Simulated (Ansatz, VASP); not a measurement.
# Two plane-wave programs on Rb2BrCl

```
Cl Br Rb
1.0
     2.35339    1.35873    7.82054
    -2.35339    1.35873    7.82054
     0.00000   -2.71746    7.82054
Cl Br Rb
1 1 2
Direct
  0.00000 0.00000 0.00000
  0.50000 0.50000 0.50000
  0.25399 0.25399 0.25399
  0.74601 0.74601 0.74601
```

Change from the starting cell: biaxial_xy strain -1.6%.

Alike in both runs: task single point; functional r2SCAN; k mesh 6 × 6 × 6; no spin polarisation.

```csv
,VASP,Ansatz
version,VASP 6.6.1,Ansatz 0.2.0
potentials or method,"VASP PAW PBE potentials, release 64 (Cl, Br, Rb_sv)","plane waves, PAW"
plane-wave cutoff (eV),520,500
occupations,"gaussian, width 0.01 eV",fixed
valence electrons in the cell,32,32
```

|  | VASP | Ansatz | Ansatz less VASP |
| --- | --- | --- | --- |
| gap on the k mesh at the Fermi level (eV) | 5.10 | 5.10 | -0.001 |
| pressure (GPa) | 0.6 | 0.5 | -0.01 |
| traceless stress, the component that is largest in VASP (GPa) | -0.09 | -0.09 | 0.000 |

VASP's potentials were made for PBE, not for r2SCAN.
